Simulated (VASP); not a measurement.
Ga2P: relaxation of cell and atoms with PBE

Crystal: Ga2P.

```
Ga P
1.0
     3.02575    0.00000    0.00000
    -1.51287    2.62037    0.00000
     0.00000    0.00000   20.87668
Ga P
4 2
Cartesian
  0.0000 1.7469 18.8522
  0.0000 1.7469 12.4628
  1.5129 0.8735 2.0245
  1.5129 0.8735 8.4139
  0.0000 0.0000 0.0000
  0.0000 0.0000 10.4383
```

* Program: VASP 6.6.1
* Task: relaxation of cell and atoms
* Functional: PBE
* Potentials or basis: VASP PAW PBE potentials, release 64 (Ga_d, P)
* Cutoff: 600 eV
* k mesh: 12 × 12 × 2
* Occupations: gaussian, width 0.1 eV
* Spin: no spin polarisation
* Dipole correction: no
* Further INCAR settings: ALGO = Normal; EDIFF = 1e-07; IBRION = 2; EDIFFG = -0.01; NSW = 100; ISIF = 3

- Relaxed cell: a = 2.975 Å, b = 2.975 Å, c = 21.899 Å, α = 90.00°, β = 90.00°, γ = 120.00°
- Space group after relaxing (to 0.05 Å): P6_3/mmc (No. 194)
- Energy gained by relaxing: 12.8 meV/atom
- Ionic steps: 8
- Pressure after relaxing: 0.0 GPa
- Largest force after relaxing: 0.005 eV/Å
- Band gap on the k mesh: zero (band 31 reaches 6.20 eV, above the bottom of band 32 at 1.01 eV)

Forces in eV/Å, atoms in the order of the input:
```
Ga   0.000  0.000 -0.005
Ga   0.000  0.000  0.005
Ga   0.000  0.000  0.005
Ga   0.000  0.000 -0.005
P    0.000  0.000  0.000
P    0.000  0.000  0.000
```

The path:
| step | energy change (eV) | largest force (eV/Å) | pressure (GPa) | volume (Å³) |
| --- | --- | --- | --- | --- |
| 1 | 0.0000 | 0.2594 | 0.91 | 165.52 |
| 2 | -0.0330 | 0.1247 | -0.07 | 169.30 |
| 3 | -0.0385 | 0.0303 | -0.74 | 172.22 |
| 4 | -0.0635 | 0.0041 | -0.67 | 171.22 |
| 5 | -0.0720 | 0.0551 | -0.56 | 170.43 |
| 6 | -0.0721 | 0.0643 | -0.55 | 170.32 |
| 7 | -0.0765 | 0.0249 | 0.15 | 167.18 |
| 8 | -0.0769 | 0.0054 | -0.02 | 167.85 |

Final structure:
```
CELL_PARAMETERS angstrom
2.97503 0.00000 0.00000
-1.48751 2.57645 0.00000
0.00000 0.00000 21.89868
ATOMIC_POSITIONS crystal
Ga 0.33333 0.66667 0.90122
Ga 0.33333 0.66667 0.59878
Ga 0.66667 0.33333 0.09878
Ga 0.66667 0.33333 0.40122
P 0.00000 0.00000 0.00000
P 0.00000 0.00000 0.50000
```

Levels at points of the mesh, in eV from the Fermi level:
```tsv
k point	band 28	band 29	band 30	band 31	band 32	band 33
(0.00, 0.00, 0.00)	-3.36	0.66	1.17	2.79	3.62	3.62
(0.50, 0.00, 0.00)	-3.70	-1.57	-1.56	-1.50	-1.49	0.98
(0.00, 0.00, 0.50)	-3.39	0.88	0.88	3.43	3.43	3.62
(0.50, 0.00, 0.50)	-3.70	-1.56	-1.56	-1.50	-1.50	0.98
```

It took 26 min on 1 thread of AMD EPYC 9R45 (Zen 5), with other jobs on the host, peak memory 0.41 GiB.
